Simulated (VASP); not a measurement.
Wanted: the native input for a VASP 6.6.1 run.

```
Task                   : single point
Functional             : PBE
Dispersion             : D4
Potentials or basis    : VASP PAW PBE potentials, release 64 (K_sv, F)
Cutoff                 : 520 eV
k mesh                 : 7 × 7 × 7
Occupations            : tetrahedron
Spin                   : no spin polarisation
Dipole correction      : no
Further INCAR settings : ALGO = Normal; EDIFF = 1e-06; NBANDS = 15
```

The structure of KF (Carobbiite) lies in POSCAR:

```
KF
1.0
   -0.0437600000      2.6986430000      2.6667490000
    2.6557950000      0.0112210000      2.6117680000
    2.6821390000      2.6700060000     -0.0151230000
K F
1 1
Direct
    0.0000000000      0.0000000000      0.0000000000
    0.5000000000      0.5000000000      0.5000000000
```

This cell differs from its parent crystal: the cell strained at random.

The input as run:

INCAR

```
SYSTEM = KF
PREC = Accurate
ENCUT = 520
EDIFF = 1E-6
ISMEAR = -5
SIGMA = 0.05
LREAL = .FALSE.
LASPH = .TRUE.
NELM = 60
ALGO = Normal
ISIF = 2
LWAVE = .FALSE.
LCHARG = .FALSE.
GGA = PE
IVDW = 13
NBANDS = 15
```

KPOINTS

```
regular mesh
0
G
  7 7 7
  0 0 0
```

Potentials or basis: VASP PAW PBE potentials, release 64 (K_sv, F).

Run with:

```sh
$ cat potpaw_PBE.64/K_sv/POTCAR potpaw_PBE.64/F/POTCAR > POTCAR
$ mpirun -np 1 vasp_std > vasp.out
```

It gave:

* Pressure: 0.8 GPa
* Band gap on the k mesh: 6.14 eV, direct
* Dispersion energy per atom: -0.071 eV

Caveat: the cell differs from its parent crystal (the cell strained at random).

Wall time 48 s on 1 thread of AMD EPYC 9R45 96-Core Processor (Zen 5) (shared host), peak memory 0.2 GiB.
